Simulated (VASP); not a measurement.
A run of VASP 6.6.1 is set up as follows.

File INCAR:

```
SYSTEM = Al3B2Sb
PREC     = Accurate       ! precision mode
ENCUT    = 520            ! plane-wave cutoff, eV
EDIFF    = 1E-6           ! SCF threshold, eV
ISMEAR   = 0              ! smearing method
SIGMA    = 0.1            ! smearing width, eV
LREAL    = .FALSE.        ! projectors in reciprocal space
LASPH    = .TRUE.         ! aspherical terms in the spheres
NELM     = 60             ! most SCF steps
ALGO     = Normal         ! electronic algorithm
ISIF     = 2              ! what is computed and relaxed
LWAVE    = .FALSE.        ! write WAVECAR
LCHARG   = .FALSE.        ! write CHGCAR
GGA      = PE             ! functional
NBANDS   = 19             ! bands
```

KPOINTS

```
regular mesh
0
G
  12 12 6
  0 0 0
```

POSCAR

```
Al3B2Sb
1.0
    4.9518716551      0.0000000000      0.0000000000
   -2.4759358276      4.2884466496      0.0000000000
    0.0000000000      0.0000000000      6.1008289875
Al B Sb
3 2 1
Direct
    0.5000000000      0.0000000000      0.0000000000
    0.0000000000      0.5000000000      0.0000000000
    0.5000000000      0.5000000000      0.0000000000
    0.0000000000      0.0000000000      0.8654199855
    0.0000000000      0.0000000000      0.1345800145
    0.0000000000      0.0000000000      0.5000000000
```

Potentials or basis: VASP PAW PBE potentials, release 64 (Al, B, Sb).

Command:

```console
$ cat potpaw_PBE.64/Al/POTCAR potpaw_PBE.64/B/POTCAR potpaw_PBE.64/Sb/POTCAR > POTCAR
$ mpirun -np 1 vasp_std > vasp.out
```

(1) What does it give for the pressure?

(2) Predict the band gap on the k mesh.

Results:

(1) 0.1 GPa.

(2) zero (bands 10 and 11 overlap by 1.22 eV).

Caveat: spin-orbit coupling is left out, which moves the levels of the heavy elements.
